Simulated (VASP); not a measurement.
A run of VASP 6.6.1:

File INCAR:

```
SYSTEM = SnO2
ALGO = Normal ; EDIFF = 1E-7
ENCUT = 520 ; GGA = PE
ISIF = 2 ; ISMEAR = -1
LASPH = .TRUE. ; LCHARG = .TRUE.
LELF = .TRUE. ; LREAL = .FALSE.
LVHAR = .TRUE. ; LWAVE = .FALSE.
NBANDS = 35 ; NELM = 60
PREC = Accurate ; SIGMA = 0.03
```

KPOINTS

```
k-points
0
G
  4 4 6
  0 0 0
```

Contents of POSCAR:

```
SnO2
1.0
    4.7373500000      0.0000000000      0.0000000000
    0.0000000000      4.7373500000      0.0000000000
    0.0000000000      0.0000000000      3.1864000000
Sn O
2 4
Direct
    0.0000000000      0.0000000000      0.0000000000
    0.5000000000      0.5000000000      0.5000000000
    0.3056200000      0.3056200000      0.0000000000
    0.1943800000      0.8056200000      0.5000000000
    0.6943800000      0.6943800000      0.0000000000
    0.8056200000      0.1943800000      0.5000000000
```

Potentials or basis: VASP PAW PBE potentials, release 64 (Sn_d, O).

Launch:

```console
$ cat potpaw_PBE.64/Sn_d/POTCAR potpaw_PBE.64/O/POTCAR > POTCAR
$ mpirun -np 1 vasp_std > vasp.out
```

Hardware: 1 thread of AMD EPYC 7R13 Processor (Zen 3) (shared host).

How long does it take, and how much memory?

It took 2.2 min on 1 thread of AMD EPYC 7R13 Processor (Zen 3) (shared host), peak memory 0.16 GiB. Counts: scf iterations 14, k points 24.
